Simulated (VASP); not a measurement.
# Zn2C (Fm-3m) in VASP: vibrations by perturbation theory with PBE

Aim: the vibrations by perturbation theory of Zn2C with PBE.

Everything below comes from runs of VASP 6.6.1. Logs are shortened: lines on timing, memory, paths and dates and some standing lists are left out, and cuts for length are marked.

### 1 The cell of the first run

Symmetry: Fm-3m, No. 225, cubic system. Conventional cell: a = 5.108 Å, b = 5.108 Å, c = 5.108 Å, α = 90.00°, β = 90.00°, γ = 90.00°. Within 2.9 Å of C (site symmetry m-3m) lie 8 Zn at 2.21 Å. Zn (site symmetry -43m) has 4 C at 2.21 Å and 6 Zn at 2.55 Å within 2.9 Å.

### 2 Vibrations by perturbation theory, PBE

Input file INCAR:

```
SYSTEM = Zn2C
  ALGO = Normal
  EDIFF = 1E-8
  ENCUT = 520
  GGA = PE
  IBRION = 8
  ISIF = 2
  ISMEAR = -1
  LASPH = .True.
  LCHARG = .False.
  LREAL = .False.
  LWAVE = .False.
  NBANDS = 21
  NELM = 80
  NSW = 1
  PREC = Accurate
  SIGMA = 0.15
```

Input file KPOINTS:

```
k-points
0
Gamma
  14 14 14
  0 0 0
```

Input file POSCAR:

```
Zn2C
1.0
    0.0000000000      2.5539000000      2.5539000000
    2.5539000000      0.0000000000      2.5539000000
    2.5539000000      2.5539000000      0.0000000000
C Zn
1 2
Direct
    0.0000000000      0.0000000000      0.0000000000
    0.2500000000      0.2500000000      0.2500000000
    0.7500000000      0.7500000000      0.7500000000
```

Potentials or basis: VASP PAW PBE potentials, release 64 (C, Zn).

Launch:

```
cat potpaw_PBE.64/C/POTCAR potpaw_PBE.64/Zn/POTCAR > POTCAR
mpirun -np 1 vasp_std > vasp.out
```

OUTCAR:

```text
SYSTEM = Zn2C
   EDIFF = 1E-8
   ENCUT = 520
   GGA = PE
   IBRION = 8
   ISIF = 2
   ISMEAR = -1
   LASPH = .True.
   LREAL = .False.
   NELM = 80
   NSW = 1
   PREC = Accurate

 ion  position               nearest neighbor table
   1  0.000  0.000  0.000-   3 2.21   3 2.21   3 2.21   2 2.21   3 2.21   2 2.21   2 2.21   2 2.21

   2  0.250  0.250  0.250-   1 2.21   1 2.21   1 2.21   1 2.21   3 2.55   3 2.55   3 2.55   3 2.55
                             3 2.55   3 2.55
   3  0.750  0.750  0.750-   1 2.21   1 2.21   1 2.21   1 2.21   2 2.55   2 2.55   2 2.55   2 2.55
                             2 2.55   2 2.55

  LATTYP: Found a face centered cubic cell.
 ALAT       =     5.1078000000

  Lattice vectors:

 A1 = (   0.0000000000,   2.5539000000,   2.5539000000)
 A2 = (   2.5539000000,   0.0000000000,   2.5539000000)
 A3 = (   2.5539000000,   2.5539000000,   0.0000000000)

Analysis of symmetry for initial positions (statically):
=====================================================================
 Subroutine PRICEL returns:
 Original cell was already a primitive cell.

 Routine SETGRP: Setting up the symmetry group for a
 face centered cubic supercell.

 Subroutine GETGRP returns: Found 48 space group operations
 (whereof 48 operations were pure point group operations)
 out of a pool of 48 trial point group operations.

The static configuration has the point symmetry O_h .

Analysis of symmetry for dynamics (positions and initial velocities):
=====================================================================
 Subroutine PRICEL returns:
 Original cell was already a primitive cell.

 Routine SETGRP: Setting up the symmetry group for a
 face centered cubic supercell.

 Subroutine GETGRP returns: Found 48 space group operations
 (whereof 48 operations were pure point group operations)
 out of a pool of 48 trial point group operations.

The dynamic configuration has the point symmetry O_h .

 Subroutine INISYM returns: Found 48 space group operations
 (whereof 48 operations are pure point group operations),
 and found     1 'primitive' translations

----------------------------------------------------------------------------------------

                                     Primitive cell

  volume of cell :      33.3151

  direct lattice vectors                    reciprocal lattice vectors
     0.000000000  2.553900000  2.553900000    -0.195779005  0.195779005  0.195779005
     2.553900000  0.000000000  2.553900000     0.195779005 -0.195779005  0.195779005
     2.553900000  2.553900000  0.000000000     0.195779005  0.195779005 -0.195779005

  length of vectors
     3.611760017  3.611760017  3.611760017     0.339099183  0.339099183  0.339099183

  position of ions in fractional coordinates (direct lattice)
     0.000000000  0.000000000  0.000000000
     0.250000000  0.250000000  0.250000000
     0.750000000  0.750000000  0.750000000

  ion indices of the primitive-cell ions
   primitive index   ion index
                 1           1
                 2           2
                 3           3

----------------------------------------------------------------------------------------

 KPOINTS: k-points
[... 91 lines left out ...]
  Thomas-Fermi vector in A             =   2.650396
   LORBIT       =      0    0 simple, 1 ext, 2 COOP (PROOUT), +10 PAW based schemes
   GGA     = PE    functional components
   LHFCALC =     F    Hartree Fock is set to
   AEXX    =    0.0000 exact exchange contribution
   IVDW    =     0    specifies the selected vdW correction
   LEPSILON=     F    determine dielectric tensor
   LRPA    =     F    only Hartree local field effects (RPA)
 non-spin polarized calculation
  energy-cutoff  :      520.00
  volume of cell :       33.32
 maximum number of plane-waves:       934
   NGX = 13   NGY = 13   NGZ = 13

--------------------------------------- Ionic step        1  -------------------------------------------

 number of electron      28.0000005 magnetization

 Free energy of the ion-electron system (eV)
  ---------------------------------------------------
  ext. energy  EPLUGINS =         0.00000000
  ---------------------------------------------------
  free energy    TOTEN  =        -9.21360511 eV

  energy without entropy =       -9.21098374  energy(sigma->0) =       -9.21229443

 E-fermi :   5.3034     XC(G=0): -12.2250

 val. band max:        4.9809486268   @ k =   0.0000   0.0000   0.0000
 cond. band min:       5.6183616660   @ k =   0.0714   0.0000   0.0000
 fundamental gap:      0.6374130393
 Fermi energy:         5.3033805904

 k-point     1 :       0.0000    0.0000    0.0000
  band No.  band energies     occupation
      1      -9.4104      2.00000
      2      -3.9296      2.00000
      3      -3.9296      2.00000
      4      -3.9296      2.00000
      5      -3.6983      2.00000
      6      -3.6983      2.00000
[... 565 lines left out ...]
     20      16.5148      0.00000
     21      17.1103      0.00000

 [... further k-points ...]
[... 5 lines left out ...]
  --------------------------------------------------------------------------------------
  -------------------------------------------------------------------------------------
  Total        1.9873383      1.9873383      1.9873383      0.0000000      0.0000000      0.0000000
  in kB       95.5742100     95.5742100     95.5742100      0.0000000      0.0000000      0.0000000
  external PRESSURE =      95.5742100 kB  Pullay stress =       0.0000000 kB

 VOLUME and BASIS-vectors are now :
 -----------------------------------------------------------------------------
  energy-cutoff  :      520.00
  volume of cell :       33.32
      direct lattice vectors                 reciprocal lattice vectors
     0.000000000  2.553900000  2.553900000    -0.195779005  0.195779005  0.195779005
     2.553900000  0.000000000  2.553900000     0.195779005 -0.195779005  0.195779005
     2.553900000  2.553900000  0.000000000     0.195779005  0.195779005 -0.195779005

 POSITION                                       TOTAL-FORCE (eV/Angst)
 -----------------------------------------------------------------------------------
      0.00000      0.00000      0.00000        -0.000000     -0.000000     -0.000000
      1.27695      1.27695      1.27695        -0.000000     -0.000000     -0.000000
      3.83085      3.83085      3.83085         0.000000      0.000000      0.000000
 -----------------------------------------------------------------------------------
    total drift:                                0.000000      0.000000      0.000000

  FREE ENERGIE OF THE ION-ELECTRON SYSTEM (eV)
  ---------------------------------------------------
  free  energy   TOTEN  =        -9.2136051091 eV

  energy  without entropy=       -9.2109837448  energy(sigma->0) =       -9.21229443

[... ionic steps 2 to 3 ...]

--------------------------------------- Ionic step        4  -------------------------------------------

------------------------ aborting loop because EDIFF is reached ----------------------------------------

[... ionic steps 5 to 6 ...]

--------------------------------------- Ionic step        7  -------------------------------------------

 Free energy of the ion-electron system (eV)
  ---------------------------------------------------
  ---------------------------------------------------
  free energy    TOTEN  =        -0.20842105 eV

  energy without entropy =       -0.20842105

------------------------ aborting loop because EDIFF is reached ----------------------------------------

 INTERNAL STRAIN TENSOR  FOR ION    2  DIRECTION 1   (eV/Angst):
 -----------------------------------------------------------------------------
    -0.00182  0.00000  0.00000
     0.00000  0.00183 -0.81581
     0.00000 -0.81581  0.00183

 INTERNAL STRAIN TENSOR FOR ION    3 for displacements in x,y,z  (eV/Angst):
          X           Y           Z          XY          YZ          ZX
  --------------------------------------------------------------------------------
  x     0.00000     0.00000    -0.00000     0.00000     0.81581     0.00000
  y     0.00000    -0.00000    -0.00000     0.00000     0.00000     0.81581
  z     0.00000     0.00000     0.00000     0.81581     0.00000     0.00000

 SECOND DERIVATIVES (NOT SYMMETRIZED)
 ------------------------------------
               1X          1Y          1Z          2X          2Y          2Z          3X          3Y          3Z
  1X    -3.581456    0.000000    0.000000    1.790728    0.000000    0.000000    1.790728    0.000000    0.000000
  1Y     0.000000   -3.581456    0.000000    0.000000    1.790728    0.000000    0.000000    1.790728    0.000000
  1Z     0.000000    0.000000   -3.581456    0.000000    0.000000    1.790728    0.000000    0.000000    1.790728
  2X     1.778435    0.000000    0.000000   -6.740313    0.000000    0.000000    4.961878    0.000000    0.000000
  2Y     0.000000    1.778435    0.000000    0.000000   -6.740313    0.000000    0.000000    4.961878    0.000000
  2Z     0.000000    0.000000    1.778435    0.000000    0.000000   -6.740313    0.000000    0.000000    4.961878
  3X     1.778435    0.000000    0.000000    4.961878    0.000000    0.000000   -6.740313    0.000000    0.000000
  3Y     0.000000    1.778435    0.000000    0.000000    4.961878    0.000000    0.000000   -6.740313    0.000000
  3Z     0.000000    0.000000    1.778435    0.000000    0.000000    4.961878    0.000000    0.000000   -6.740313

 Eigenvectors and eigenvalues of the dynamical matrix
 ----------------------------------------------------

   1 f  =    8.917548 THz    56.030607 2PiTHz  297.457384 cm-1    36.879999 meV
             X         Y         Z           dx          dy          dz
      0.000000  0.000000  0.000000     0.886640    0.360946    0.000000
      1.276950  1.276950  1.276950    -0.189347   -0.077082   -0.000000
      3.830850  3.830850  3.830850    -0.189347   -0.077082   -0.000000
[... 43 lines left out ...]
   9 f/i=    0.008501 THz     0.053411 2PiTHz    0.283552 cm-1     0.035156 meV
             X         Y         Z           dx          dy          dz
      0.000000  0.000000  0.000000    -0.127800   -0.256914    0.035352
      1.276950  1.276950  1.276950    -0.299220   -0.601517    0.082770
      3.830850  3.830850  3.830850    -0.299220   -0.601517    0.082770

--------------------------------------------------------------------------------------------------------

 ELASTIC MODULI CONTR FROM IONIC RELAXATION (kBar)
 Direction    XX          YY          ZZ          XY          YZ          ZX
 --------------------------------------------------------------------------------
 XX          -0.0000      0.0000      0.0000      0.0000     -0.0000     -0.0000
 YY           0.0000     -0.0000      0.0000     -0.0000     -0.0000      0.0000
 ZZ           0.0000      0.0000     -0.0000     -0.0000      0.0000      0.0000
 XY           0.0000     -0.0000     -0.0000     -5.4702      0.0000      0.0000
 YZ          -0.0000     -0.0000      0.0000      0.0000     -5.4702     -0.0000
 ZX          -0.0000      0.0000      0.0000      0.0000     -0.0000     -5.4702
 --------------------------------------------------------------------------------
```

It took 5 min on 1 thread of Intel Xeon 6975P-C (Granite Rapids), shared host; peak memory 0.65 GiB.

Results:

| Property | Result |
| --- | --- |
| Highest phonon frequency at Γ | 297 cm⁻¹ |

Phonon frequencies in cm⁻¹ (negative: imaginary):
```csv
q point,frequencies
"(0.000, 0.000, 0.000)",0 0 0 221 221 221 297 297 297
```

Caveat: the cell stands under pressure or tension, which shifts response properties.
